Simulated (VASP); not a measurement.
## FeSi: single point with PBEsol

FeSi:

```
Fe Si
1.0
     4.18834    0.00000    0.00000
     0.00000    4.18834    0.00000
     0.00000    0.00000    4.18834
Fe Si
4 4
Direct
  0.14168 0.14168 0.14168
  0.35832 0.85832 0.64168
  0.64168 0.35832 0.85832
  0.85832 0.64168 0.35832
  0.84339 0.84339 0.84339
  0.65661 0.15661 0.34339
  0.34339 0.65661 0.15661
  0.15661 0.34339 0.65661
```

| Quantity | Value |
| --- | --- |
| Program | VASP 6.6.1 |
| Task | single point |
| Functional | PBEsol |
| Potentials or basis | VASP PAW PBE potentials, release 64 (Fe, Si) |
| Cutoff | 520 eV |
| k mesh | 6 × 6 × 6 |
| Occupations | gaussian, width 0.1 eV |
| Spin | no spin polarisation |

* Pressure: 52.2 GPa
* Largest force: 0.065 eV/Å
* Band gap on the k mesh: 0.14 eV (least direct gap 0.16 eV)

Forces in eV/Å, atoms in the order of the input:
```
Fe   0.037  0.037  0.037
Fe  -0.037 -0.037  0.037
Fe   0.037 -0.037 -0.037
Fe  -0.037  0.037 -0.037
Si  -0.013 -0.013 -0.013
Si   0.013  0.013 -0.013
Si  -0.013  0.013  0.013
Si   0.013 -0.013  0.013
```

Levels at points of the mesh, in eV from the valence-band top:
```
           k point  band 20  band 21  band 22  band 23  band 24  band 25  band 26  band 27  band 28  band 29
(0.00, 0.00, 0.00)    -0.38    -0.38    -0.38    -0.09    -0.09     0.84     0.84     0.84     3.99     3.99
(0.50, 0.00, 0.00)    -1.64    -0.53    -0.53     0.00     0.00     0.19     0.19     2.11     2.11     3.06
(0.50, 0.50, 0.00)    -1.66    -1.29    -1.29    -0.48    -0.48     0.77     0.77     1.66     1.66     3.60
(0.50, 0.50, 0.50)    -0.97    -0.91    -0.91    -0.91    -0.91     0.59     0.59     0.59     0.59     6.88
```

Wall time 84 s on 1 thread of Intel Xeon 8259CL, with other jobs on the host, peak memory 0.2 GiB.

Caveat: the cell stands under pressure; the PAW data sets were made with another functional, which shifts forces and pressure a little. Spin polarisation is off, so any magnetic state and its effect on volume and gap are missing.
